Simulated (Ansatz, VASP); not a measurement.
**One calculation of SiC, two programs**

```
Si C
1.0
     3.05505    0.00000    0.00000
    -1.52753    2.64575    0.00000
     0.00000    0.00000   10.00306
Si C
4 4
Direct
  0.00000 0.00000 0.18789
  0.00000 0.00000 0.68789
  0.33333 0.66667 0.43784
  0.66667 0.33333 0.93784
  0.00000 0.00000 0.00046
  0.00000 0.00000 0.50046
  0.33333 0.66667 0.24980
  0.66667 0.33333 0.74980
```

Alike in both runs: task single point; functional LDA; k mesh 10 × 10 × 3; occupations fermi-dirac, width 0.05 eV; no spin polarisation.

|  | VASP | Ansatz |
| --- | --- | --- |
| version | VASP 6.6.1 | Ansatz 0.2.0 |
| potentials or method | VASP PAW LDA potentials, release 64 (Si, C) | JTH PAW LDA |
| plane-wave cutoff (eV) | 520 | 780 |
| valence electrons in the cell | 32 | 32 |

```tsv
	VASP	Ansatz	Ansatz less VASP
gap on the k mesh at the Fermi level (eV)	2.17	2.18	+0.012
least direct gap on the mesh (eV)	3.30	3.33	+0.028
pressure (GPa)	1.1	0.4	-0.74
traceless stress, the component that is largest in VASP (GPa)	-0.07	-0.06	+0.012
```

LDA's correlation is that of Perdew and Zunger in VASP and of Perdew and Wang (1992) in Ansatz.

Noted on Ansatz's run: odd divisions of the mesh miss points on the zone boundary, where band edges often lie, so the gap on the mesh can be too wide.
